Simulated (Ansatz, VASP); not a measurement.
**One calculation of La, two programs**

```
La
1.0
     0.00000    2.66554    2.66554
     2.66554    0.00000    2.66554
     2.66554    2.66554    0.00000
La
1
Direct
  0.00000 0.00000 0.00000
```

Change from the starting cell: volume scaled by 1.02, PAW files.

Alike in both runs: task electric field gradients; functional PBE; k mesh 11 × 11 × 11; occupations fermi-dirac, width 0.05 eV; no spin polarisation.

```csv
,VASP,Ansatz
version,VASP 6.6.1,Ansatz 0.2.0
potentials or method,"VASP PAW PBE potentials, release 64 (La)","PAW with Ansatz's default frozen-core files, scalar-relativistic"
plane-wave cutoff (eV),520,420
valence electrons in the cell,11,11
```

```csv
,VASP,Ansatz,Ansatz less VASP
pressure (GPa),-0.6,-0.6,-0.06
```

The functional is the same, so the differences come from potentials, cutoffs and numerics.

Spin-orbit coupling is off throughout.
